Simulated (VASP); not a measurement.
Write the native input for VASP 6.6.1 that does the following.

| Item | Value |
| --- | --- |
| Task | single point |
| Functional | r2SCAN |
| Potentials or basis | VASP PAW PBE potentials, release 64 (Ti_sv) |
| Cutoff | 520 eV |
| k mesh | 22 × 22 × 22 |
| Occupations | fermi-dirac, width 0.1 eV |
| Spin | no spin polarisation |
| Dipole correction | no |
| Further INCAR settings | ALGO = Normal; EDIFF = 1e-06; NBANDS = 12 |

Crystal: Ti.

```
CELL_PARAMETERS angstrom
0.00000 2.05636 2.05636
2.05636 0.00000 2.05636
2.05636 2.05636 0.00000
ATOMIC_POSITIONS crystal
Ti 0.00000 0.00000 0.00000
```

This isn't the form of Ti at room conditions, which is hcp.

One way to write it, as run:

POSCAR

```
Ti
1.0
    0.0000000000      2.0563573269      2.0563573269
    2.0563573269      0.0000000000      2.0563573269
    2.0563573269      2.0563573269      0.0000000000
Ti
1
Direct
    0.0000000000      0.0000000000      0.0000000000
```

INCAR.step1

```
PREC = Accurate
ENCUT = 520
ISMEAR = -1
SIGMA = 0.1
LREAL = F
LASPH = T
NELM = 60
NBANDS = 12
GGA = PE
ALGO = Normal
EDIFF = 1E-4
LWAVE = T
LCHARG = F
```

INCAR.step2

```
PREC = Accurate
ENCUT = 520
EDIFF = 1E-6
ISMEAR = -1
SIGMA = 0.1
LREAL = F
LASPH = T
NELM = 60
ALGO = Normal
ISIF = 2
LWAVE = F
LCHARG = F
METAGGA = R2SCAN
LMIXTAU = T
NBANDS = 12
ISTART = 1
```

KPOINTS

```
Automatic mesh
0
Gamma
  22 22 22
```

Potentials or basis: VASP PAW PBE potentials, release 64 (Ti_sv).

Launch:

```sh
$ cat potpaw_PBE.64/Ti_sv/POTCAR > POTCAR
$ cp INCAR.step1 INCAR
$ mpirun -np 1 vasp_std > vasp.out
$ cp INCAR.step2 INCAR
$ mpirun -np 1 vasp_std > vasp.out
```

It gave:

```yaml
Pressure: 0.4 GPa
Band_gap_on_the_k_mesh: zero (bands 6 and 7 overlap by 1.48 eV)
```

Caveat: the PAW data sets were made with another functional, which shifts forces and pressure a little.

It took 5 min on 1 thread of Intel Xeon 8259CL, on a shared host, peak memory 0.2 GiB.
